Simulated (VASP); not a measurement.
# Be2Hg (R3m) in VASP: further runs

Be2Hg is run at these levels: PBE; tasks: single point, relaxation of cell and atoms.

All numbers are computed with VASP 6.6.1; they aren't measurements. Logs are shortened: lines on timing, memory, paths and dates and some standing lists are left out, and cuts for length are marked.

### Step 1. The cell of the first run

It takes space group R3m (No. 160, trigonal). The conventional cell has a = 2.857 Å, b = 2.857 Å, c = 17.865 Å, α = 90.00°, β = 90.00°, γ = 120.00°. Within 3.0 Å of Be (site symmetry 3m) lie 9 Be at 2.24 to 2.86 Å and 3 Hg at 2.80 Å. Within 3.0 Å of Be (site symmetry 3m) lie 9 Be at 2.24 to 2.86 Å and 3 Hg at 2.73 Å. Within 3.7 Å of Hg (site symmetry 3m) lie 7 Be at 2.73 to 3.70 Å and 6 Hg at 2.86 Å.

### Step 2. Single point, PBE

The input, INCAR:

```
SYSTEM = Be2Hg
PREC     = Accurate       ! precision mode
ENCUT    = 520            ! plane-wave cutoff, eV
EDIFF    = 1E-7           ! SCF threshold, eV
ISMEAR   = 0              ! smearing method
SIGMA    = 0.1            ! smearing width, eV
LREAL    = .FALSE.        ! projectors in reciprocal space
LASPH    = .TRUE.         ! aspherical terms in the spheres
NELM     = 60             ! most SCF steps
ALGO     = Normal         ! electronic algorithm
ISIF     = 2              ! what is computed and relaxed
LWAVE    = .FALSE.        ! write WAVECAR
LCHARG   = .TRUE.         ! write CHGCAR
GGA      = PE             ! functional
LELF     = .TRUE.         ! ELF
LVHAR    = .TRUE.       
NBANDS   = 15             ! bands
```

The input, KPOINTS:

```
regular mesh
0
G
  6 6 6
  0 0 0
```

The input, POSCAR:

```
Be2Hg
1.0
    1.4282933584      0.8246255550      5.9551649398
   -1.4282933584      0.8246255550      5.9551649398
    0.0000000000     -1.6492511099      5.9551649398
Be Hg
2 1
Direct
    0.7915413367      0.7915413367      0.7915413367
    0.5433116211      0.5433116211      0.5433116211
   -0.0015529578     -0.0015529578     -0.0015529578
```

Potentials or basis: VASP PAW PBE potentials, release 64 (Be, Hg).

Command:

```bash
$ cat potpaw_PBE.64/Be/POTCAR potpaw_PBE.64/Hg/POTCAR > POTCAR
$ mpirun -np 1 vasp_std > vasp.out
```

OUTCAR:

```text
SYSTEM = Be2Hg
   PREC = Accurate
   ENCUT = 520
   EDIFF = 1E-7
   ISMEAR = 0
   LREAL = .FALSE.
   LASPH = .TRUE.
   NELM = 60
   ISIF = 2
   GGA = PE

 ion  position               nearest neighbor table
   1  0.792  0.792  0.792-   2 2.24   2 2.24   2 2.24   3 2.80   3 2.80   3 2.80
   2  0.543  0.543  0.543-   1 2.24   1 2.24   1 2.24   3 2.73   3 2.73   3 2.73
   3  0.998  0.998  0.998-   2 2.73   2 2.73   2 2.73   1 2.80   1 2.80   1 2.80

  LATTYP: Found a trigonal (rhomboedric) cell.
 ALAT       =     6.1793218628
 COS(alpha) =     0.8931478672

  Lattice vectors:

 A1 = (   1.4282933584,   0.8246255550,   5.9551649398)
 A2 = (  -1.4282933584,   0.8246255550,   5.9551649398)
 A3 = (   0.0000000000,  -1.6492511099,   5.9551649398)

Analysis of symmetry for initial positions (statically):
=====================================================================
 Subroutine PRICEL returns:
 Original cell was already a primitive cell.

 Routine SETGRP: Setting up the symmetry group for a
 trigonal (rhombohedral) supercell.

 Subroutine GETGRP returns: Found  6 space group operations
 (whereof  6 operations were pure point group operations)
 out of a pool of 12 trial point group operations.

The static configuration has the point symmetry C_3v.

Analysis of symmetry for dynamics (positions and initial velocities):
=====================================================================
 Subroutine PRICEL returns:
 Original cell was already a primitive cell.

 Routine SETGRP: Setting up the symmetry group for a
 trigonal (rhombohedral) supercell.

 Subroutine GETGRP returns: Found  6 space group operations
 (whereof  6 operations were pure point group operations)
 out of a pool of 12 trial point group operations.

The dynamic configuration has the point symmetry C_3v.

 Subroutine INISYM returns: Found  6 space group operations
 (whereof  6 operations are pure point group operations),
 and found     1 'primitive' translations

----------------------------------------------------------------------------------------

                                     Primitive cell

  volume of cell :      42.0842

  direct lattice vectors                    reciprocal lattice vectors
     1.428293358  0.824625555  5.955164940     0.350068140  0.202111935  0.055973820
    -1.428293358  0.824625555  5.955164940    -0.350068140  0.202111935  0.055973820
     0.000000000 -1.649251110  5.955164940     0.000000000 -0.404223870  0.055973820

  length of vectors
     6.179321863  6.179321863  6.179321863     0.408080882  0.408080882  0.408080882

  position of ions in fractional coordinates (direct lattice)
     0.791541337  0.791541337  0.791541337
     0.543311621  0.543311621  0.543311621
     0.998447042  0.998447042  0.998447042

  ion indices of the primitive-cell ions
   primitive index   ion index
                 1           1
                 2           2
                 3           3

----------------------------------------------------------------------------------------

 KPOINTS: regular mesh

Automatic generation of k-mesh.
 Grid dimensions read from file:
 generate k-points for:    6    6    6

 Generating k-lattice:

  Cartesian coordinates                     Fractional coordinates (reciprocal lattice)
     0.058344690  0.033685323  0.009328970     0.166666667 -0.000000000  0.000000000
    -0.058344690  0.033685323  0.009328970    -0.000000000  0.166666667  0.000000000
     0.000000000 -0.067370645  0.009328970     0.000000000  0.000000000  0.166666667

  Length of vectors
     0.068013480  0.068013480  0.068013480

  Shift w.r.t. Gamma in fractional coordinates (k-lattice)
     0.000000000  0.000000000  0.000000000

 Subroutine IBZKPT returns following result:
 ===========================================

 Found     32 irreducible k-points:

 Following reciprocal coordinates:
            Coordinates               Weight
  0.000000  0.000000  0.000000      1.000000
  0.166667  0.000000 -0.000000      6.000000
  0.333333  0.000000 -0.000000      6.000000
  0.500000  0.000000 -0.000000      3.000000
  0.166667  0.166667 -0.000000      6.000000
  0.333333  0.166667 -0.000000     12.000000
[... 16 lines left out ...]
  0.500000  0.500000  0.166667      6.000000
 -0.333333  0.500000  0.166667     12.000000
 [... further k-points ...]
   k-points           NKPTS =     32   k-points in BZ     NKDIM =     32   number of bands    NBANDS=     15
   number of dos      NEDOS =    301   number of ions     NIONS =      3
   total plane-waves  NPLWV = 110592
   dimension x,y,z NGX =    48 NGY =   48 NGZ =   48
   dimension x,y,z NGXF=    96 NGYF=   96 NGZF=   96
   ions per type =               2   1
   NGX,Y,Z   is equivalent  to a cutoff of  12.91, 12.91, 12.91 a.u.
   NGXF,Y,Z  is equivalent  to a cutoff of  25.83, 25.83, 25.83 a.u.
 SYSTEM =  Be2Hg
   PREC   = accura    normal or accurate (medium, high low for compatibility)
   ISTART =      0    job   : 0-new  1-cont  2-samecut
   ICHARG =      2    charge: 1-file 2-atom 10-const
   ISPIN  =      1    spin polarized calculation?
   LNONCOLLINEAR =      F non collinear calculations
   LSORBIT =      F    spin-orbit coupling
   LASPH  =      T    aspherical Exc in radial PAW
   ENCUT  =  520.0 eV  38.22 Ry    6.18 a.u.  11.49 11.49 11.49*2*pi/ulx,y,z
   NELM   =     60;   NELMIN=  2; NELMDL= -5     # of ELM steps
   EDIFF  = 0.1E-06   stopping-criterion for ELM
   LREAL  =      F    real-space projection
   EDIFFG = 0.1E-05   stopping-criterion for IOM
   NSW    =      0    number of steps for IOM
   IBRION =     -1    ionic relax: 0-MD 1-quasi-New 2-CG
   NFREE  =      0    steps in history (QN), initial steepest desc. (CG)
   ISIF   =      2    stress and relaxation
   ISYM   =      2    0-nonsym 1-usesym 2-fastsym
   POTIM  = 0.5000    time-step for ionic-motion
   TEBEG  =    0.0;   TEEND  =   0.0 temperature during run
   PSTRESS=    0.0 pullay stress
   NELECT =      16.0000    total number of electrons
   NUPDOWN=      -1.0000    fix difference up-down
   EMIN   =  10.00;   EMAX   =-10.00  energy-range for DOS
   EFERMI =   0.00;   METHOD = LEGACY
   ISMEAR =     0;   SIGMA  =   0.10  broadening in eV -4-tet -1-fermi 0-gaus
   EFERMI_NEDOS =   21; number of points for ismear=-14 and -15
   IALGO  =     38    algorithm
   IMIX   =      4    mixing-type and parameters
     AMIX     =   0.40;   BMIX     =  1.00
     AMIX_MAG =   1.60;   BMIX_MAG =  1.00
  volume/ion in A,a.u.               =      14.03        94.67
  Fermi-wavevector in a.u.,A,eV,Ry     =   1.185974  2.241165 19.137053  1.406534
  Thomas-Fermi vector in A             =   2.322156
   LORBIT       =      0    0 simple, 1 ext, 2 COOP (PROOUT), +10 PAW based schemes
   GGA     = PE    functional components
   LHFCALC =     F    Hartree Fock is set to
   AEXX    =    0.0000 exact exchange contribution
   IVDW    =     0    specifies the selected vdW correction
   LEPSILON=     F    determine dielectric tensor
   LRPA    =     F    only Hartree local field effects (RPA)
 non-spin polarized calculation
 Gauss-broadening in eV      SIGMA  =   0.10
  energy-cutoff  :      520.00
  volume of cell :       42.08
 maximum number of plane-waves:      1150
 NGX is ok and might be reduce to    48
   NGX = 23   NGY = 23   NGZ = 23

 number of electron      16.0000001 magnetization

 Free energy of the ion-electron system (eV)
  ---------------------------------------------------
  ext. energy  EPLUGINS =         0.00000000
  ---------------------------------------------------
  free energy    TOTEN  =        -5.85348679 eV

  energy without entropy =       -5.84995658  energy(sigma->0) =       -5.85172169

 E-fermi :   4.8763     XC(G=0): -10.6229

 val. band max:        4.7867870946   @ k =   0.5000   0.5000   0.1667
 cond. band min:       4.9049047442   @ k =  -0.3333   0.1667   0.1667
 fundamental gap:      0.1181176496
 Fermi energy:         4.8762898866

 k-point     1 :       0.0000    0.0000    0.0000
  band No.  band energies     occupation
      1      -6.4698      2.00000
      2      -4.5826      2.00000
      3      -3.8840      2.00000
      4      -3.8840      2.00000
      5      -2.5491      2.00000
      6      -2.5491      2.00000
      7      -0.8833      2.00000
      8      -0.6677      2.00000
      9      10.6928      0.00000
     10      12.4759      0.00000
     11      13.0794      0.00000
     12      13.0794      0.00000
     13      15.3723      0.00000
     14      15.3723      0.00000
     15      18.7807      0.00000

 k-point     2 :       0.1667    0.0000   -0.0000
  band No.  band energies     occupation
      1      -5.6646      2.00000
      2      -4.2834      2.00000
      3      -4.0316      2.00000
      4      -3.4133      2.00000
      5      -3.3415      2.00000
      6      -2.6470      2.00000
      7      -0.5918      2.00000
      8       0.6648      2.00000
      9       9.9608      0.00000
     10      10.8170      0.00000
     11      11.7270      0.00000
     12      13.3736      0.00000
     13      14.1850      0.00000
     14      15.0578      0.00000
     15      17.5391      0.00000
[... 365 lines left out ...]
      3      -3.3800      2.00000
      4      -2.8354      2.00000
      5      -2.3468      2.00000
      6      -2.1220      2.00000
      7      -0.6555      2.00000
      8       4.7868      1.79440
      9       6.3282      0.00000
     10       8.1024      0.00000
     11       9.2661      0.00000
     12       9.9006      0.00000
     13      12.8059      0.00000
     14      14.8485      0.00000
     15      16.0117      0.00000

 k-point    24 :      -0.3333    0.5000    0.1667
  band No.  band energies     occupation
      1      -4.8403      2.00000
      2      -4.3530      2.00000
      3      -3.2366      2.00000
      4      -3.1936      2.00000
      5      -2.7904      2.00000
      6       0.6453      2.00000
      7       1.0512      2.00000
      8       3.7647      2.00000
      9       6.0952      0.00000
     10       7.1745      0.00000
     11       7.8673      0.00000
     12       9.8464      0.00000
     13      10.5869      0.00000
     14      11.5473      0.00000
     15      13.4767      0.00000

 [... further k-points ...]

------------------------ aborting loop because EDIFF is reached ----------------------------------------

  FORCE on cell =-STRESS in cart. coord.  units (eV):
  Direction    XX          YY          ZZ          XY          YZ          ZX
  --------------------------------------------------------------------------------------
  -------------------------------------------------------------------------------------
  Total        0.1606896      0.1606896      0.0837267     -0.0000000      0.0000000      0.0000000
  in kB        6.1175722      6.1175722      3.1875385     -0.0000000      0.0000000      0.0000000
  external PRESSURE =       5.1408943 kB  Pullay stress =       0.0000000 kB

 VOLUME and BASIS-vectors are now :
 -----------------------------------------------------------------------------
  energy-cutoff  :      520.00
  volume of cell :       42.08
      direct lattice vectors                 reciprocal lattice vectors
     1.428293358  0.824625555  5.955164940     0.350068140  0.202111935  0.055973820
    -1.428293358  0.824625555  5.955164940    -0.350068140  0.202111935  0.055973820
     0.000000000 -1.649251110  5.955164940     0.000000000 -0.404223870  0.055973820

 POSITION                                       TOTAL-FORCE (eV/Angst)
 -----------------------------------------------------------------------------------
      0.00000      0.00000     14.14128         0.000000      0.000000      0.005417
      0.00000      0.00000      9.70653         0.000000     -0.000000     -0.007285
      0.00000      0.00000     17.83775         0.000000      0.000000      0.001868
 -----------------------------------------------------------------------------------
    total drift:                               -0.000000     -0.000000     -0.000024

  FREE ENERGIE OF THE ION-ELECTRON SYSTEM (eV)
  ---------------------------------------------------
  free  energy   TOTEN  =        -5.8534867914 eV

  energy  without entropy=       -5.8499565839  energy(sigma->0) =       -5.85172169
```

Run time: 28 s. Hardware: 1 thread of Intel Xeon 6975P-C (Granite Rapids), shared host; peak memory 0.31 GiB.

Results:

* Free energy: -5.8535 eV
* Pressure: 0.5 GPa
* Largest force: 0.007 eV/Å
* Band gap on the k mesh: zero (bands 8 and 9 overlap by 1.31 eV)

Forces on the atoms (eV/Å):
```
Be   0.000  0.000  0.005
Be   0.000  0.000 -0.007
Hg   0.000  0.000  0.002
```

Levels at points of the mesh, in eV from the Fermi level:
```csv
k point,band 4,band 5,band 6,band 7,band 8,band 9,band 10,band 11,band 12,band 13
"(0.00, 0.00, 0.00)",-8.76,-7.43,-7.43,-5.76,-5.54,5.82,7.60,8.20,8.20,10.50
"(0.50, 0.00, 0.00)",-7.81,-6.60,-3.97,-3.27,-2.20,0.14,1.20,3.32,4.83,7.50
"(0.50, 0.50, 0.00)",-7.80,-6.60,-3.80,-3.19,-2.75,-0.76,2.54,4.38,5.17,6.39
"(0.50, 0.50, 0.50)",-8.76,-8.27,-7.42,-7.42,-2.13,1.54,8.19,8.19,10.51,10.51
```

Caveat: the k points lie up to 0.43 Å⁻¹ apart, too coarse for converged energies and pressures of a metal; spin-orbit coupling is left out, which moves the levels of the heavy elements.

### Step 3. Relaxation of cell and atoms, PBE

This run uses another cell than the first one, of 12.52 Å³/atom.

The input, INCAR:

```
PREC     = Accurate       # precision mode
ENCUT    = 600            # plane-wave cutoff, eV
EDIFF    = 1E-6           # SCF threshold, eV
ISMEAR   = 0              # smearing method
SIGMA    = 0.1            # smearing width, eV
LREAL    = F              # projectors in reciprocal space
LASPH    = T              # aspherical terms in the spheres
NELM     = 100            # most SCF steps
ALGO     = Normal         # electronic algorithm
ISIF     = 3              # what is computed and relaxed
LWAVE    = F              # write WAVECAR
LCHARG   = F              # write CHGCAR
GGA      = PE             # functional
IBRION   = 2              # ionic algorithm
NSW      = 90             # ionic steps
EDIFFG   = -0.04          # ionic threshold
```

The input, KPOINTS:

```
regular mesh
0
Gamma
  6 6 6
```

The input, POSCAR:

```
Be2Hg
1.0
    1.4096896669      0.8138847087      5.4581050147
   -1.4096896669      0.8138847087      5.4581050147
    0.0000000000     -1.6277694173      5.4581050147
Be Hg
2 1
Direct
    0.7484000000      0.7484000000      0.7484000000
    0.5849000000      0.5849000000      0.5849000000
    0.0000000000      0.0000000000      0.0000000000
```

Potentials or basis: VASP PAW PBE potentials, release 64 (Be, Hg).

Command:

```bash
$ cat potpaw_PBE.64/Be/POTCAR potpaw_PBE.64/Hg/POTCAR > POTCAR
$ mpirun -np 1 vasp_std > vasp.out
```

Run time: 5.3 min. Hardware: 1 thread of Intel Xeon 6975P-C (Granite Rapids), shared host; peak memory 0.37 GiB.

Results (log left out):

| Property | Result |
| --- | --- |
| Free energy | -5.8528 eV |
| Relaxed volume | 14.11 Å³/atom |
| Relaxed cell | a = 6.171 Å, b = 6.171 Å, c = 6.171 Å, α = 26.87°, β = 26.87°, γ = 26.87° |
| Space group after relaxing (to 0.1 Å) | R3m (No. 160) |
| Energy gained by relaxing | 1421.9 meV/atom |
| Ionic steps | 21 |
| Pressure after relaxing | 0.0 GPa |
| Largest force after relaxing | 0.016 eV/Å |
| Band gap on the k mesh | zero (bands 8 and 9 overlap by 1.38 eV) |

Forces in eV/Å, atoms in the order of the input:
```
Be   0.000  0.000 -0.008
Be   0.000  0.000  0.016
Hg   0.000  0.000 -0.008
```

Stress tensor (GPa, compression positive):
```
-0.17  0.00  0.00
 0.00 -0.17  0.00
 0.00  0.00  0.26
```

Step by step:
```tsv
step	energy change (eV)	largest force (eV/Å)	pressure (GPa)	volume (Å³)
1	0.0000	6.2801	65.70	37.57
2	-1.9101	0.0475	-11.97	72.98
3	-3.0719	0.9700	-4.45	53.45
4	-3.0769	1.0446	-3.71	52.87
5	-3.0779	1.1376	-2.73	52.18
6	-3.2270	1.2385	-2.61	50.52
7	-3.6639	1.3099	-0.47	45.75
8	-3.9983	0.2710	15.57	37.13
9	-4.0184	1.1796	6.28	40.48
10	-4.0566	0.9489	9.26	39.07
11	-4.1526	0.4408	6.84	39.54
12	-4.1866	0.1657	5.40	39.98
13	-4.2200	0.0726	2.77	40.96
14	-4.2365	0.1882	-0.63	42.41
15	-4.2444	0.1957	-0.58	42.40
16	-4.2569	0.2367	-0.39	42.35
17	-4.2574	0.2478	-0.32	42.33
18	-4.2620	0.1630	0.11	42.17
19	-4.2645	0.0551	0.56	41.99
20	-4.2646	0.0276	0.74	41.94
21	-4.2656	0.0163	-0.03	42.32
```

Final structure:
```xyz
3
Lattice="1.4335 0.8277 5.9447 -1.4335 0.8277 5.9447 0.0000 -1.6553 5.9447" Properties=species:S:1:pos:R:3 pbc="T T T"
Be    0.0000    0.0000   14.1159
Be    0.0000    0.0000    9.6883
Hg    0.0000    0.0000   17.8081
```

Levels at points of the mesh, in eV from the Fermi level:
```
           k point  band 5  band 6  band 7  band 8  band 9  band 10  band 11  band 12
(0.00, 0.00, 0.00)   -7.40   -7.40   -5.70   -5.48    5.90     7.71     8.12     8.12
(0.50, 0.00, 0.00)   -6.59   -3.95   -3.27   -2.17    0.14     1.22     3.34     4.78
(0.50, 0.50, 0.00)   -6.59   -3.78   -3.17   -2.75   -0.77     2.56     4.33     5.20
(0.50, 0.50, 0.50)   -8.23   -7.40   -7.40   -2.05    1.62     8.11     8.11    10.44
```

Caveat: the k points lie up to 0.43 Å⁻¹ apart in the final cell, too coarse for converged energies and pressures of a metal; spin-orbit coupling is left out, which moves the levels of the heavy elements.

[end of part 1 of 2]

The gap in the log of VASP goes by the Fermi energy; the results here count the filled bands.